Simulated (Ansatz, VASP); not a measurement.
# Two plane-wave programs on Re

The input INCAR:

```
ALGO = Normal
EDIFF = 1E-6
ENCUT = 520
GGA = RE
ISIF = 2
ISMEAR = -1
LASPH = True
LCHARG = False
LREAL = False
LWAVE = False
NBANDS = 10
NELM = 60
PREC = Accurate
SIGMA = 0.1
```

KPOINTS

```
k-points
0
Gamma
  16 16 16
```

The input POSCAR:

```
Re
1.0
   -1.5607106762      1.5607106762      1.5607106762
    1.5607106762     -1.5607106762      1.5607106762
    1.5607106762      1.5607106762     -1.5607106762
Re
1
Direct
    0.0000000000      0.0000000000      0.0000000000
```

Input for Ansatz:

```yaml
crystal:
  lattice:
    - [-1.5607106762, 1.5607106762, 1.5607106762]
    - [1.5607106762, -1.5607106762, 1.5607106762]
    - [1.5607106762, 1.5607106762, -1.5607106762]
  atoms:
    - { symbol: Re, position: [0.0, 0.0, 0.0] }
hamiltonian:
  xc: revpbe
  pseudopotentials:
    kind: paw
    azcp:
      Re: "pseudopotentials/Re.paw.azcp"
basis:
  ecutwfc: 420
  fft_grid_basis: typed
kpoints:
  mp_grid: { grid: [16, 16, 16], shift: [0, 0, 0] }
magnetization:
  spin_polarized: false
scf:
  occupations: { method: fermi_dirac, width: 0.1 }
  lower_state_search: "off"
output:
  stress: true
```

Alike in both runs: task single point; functional revPBE; k mesh 16 × 16 × 16; occupations fermi-dirac, width 0.1 eV; no spin polarisation.

```csv
,VASP,Ansatz
version,VASP 6.6.1,Ansatz 0.2.0
potentials or method,"VASP PAW PBE potentials, release 64 (Re), cutoff 520 eV","plane waves (420 eV) with PAW, scalar-relativistic"
valence electrons in the cell,7,15
```

```csv
,VASP,Ansatz,Ansatz less VASP
pressure (GPa),-0.4,0.3,+0.63
```

VASP's potentials were made for PBE, not for revPBE. With one functional, cell and mesh, what is left measures potentials, basis and numerics. VASP's potentials hold 7 valence electrons a cell and Ansatz's 15, so a difference there can come from the potentials and not from the codes.

Spin-orbit coupling is off throughout.
